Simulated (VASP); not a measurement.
Input of a VASP 6.6.1 run:

The input INCAR:

```
SYSTEM = Li2S
PREC = Accurate
ENCUT = 750
EDIFF = 1E-6
ISMEAR = -1
SIGMA = 0.05
LREAL = .FALSE.
LASPH = .TRUE.
NELM = 120
ALGO = Normal
ISIF = 2
LWAVE = .FALSE.
LCHARG = .TRUE.
LELF = .TRUE.
LVHAR = .TRUE.
NBANDS = 13
GGA_COMPAT = .FALSE.
```

KPOINTS

```
Automatic mesh
0
G
  7 7 7
  0 0 0
```

POSCAR

```
Li2S
1.0
    0.0000000000      2.8254088207      2.8254088207
    2.8254088207      0.0000000000      2.8254088207
    2.8254088207      2.8254088207      0.0000000000
S Li
1 2
Direct
    0.0000000000      0.0000000000      0.0000000000
    0.7500000000      0.7500000000      0.7500000000
    0.2500000000      0.2500000000      0.2500000000
```

Potentials or basis: VASP PAW LDA potentials, release 64 (S, Li_sv).

The run is started by

```console
$ cat potpaw_LDA.64/S/POTCAR potpaw_LDA.64/Li_sv/POTCAR > POTCAR
$ mpirun -np 1 vasp_std > vasp.out
```

(1) What does it give for the band gap on the k mesh?

(2) Estimate the pressure.

## Answers

(1) 3.30 eV (least direct gap 4.19 eV).

(2) -2.0 GPa.

Caveat: an odd mesh through Γ misses points on the zone boundary, where band edges can lie.
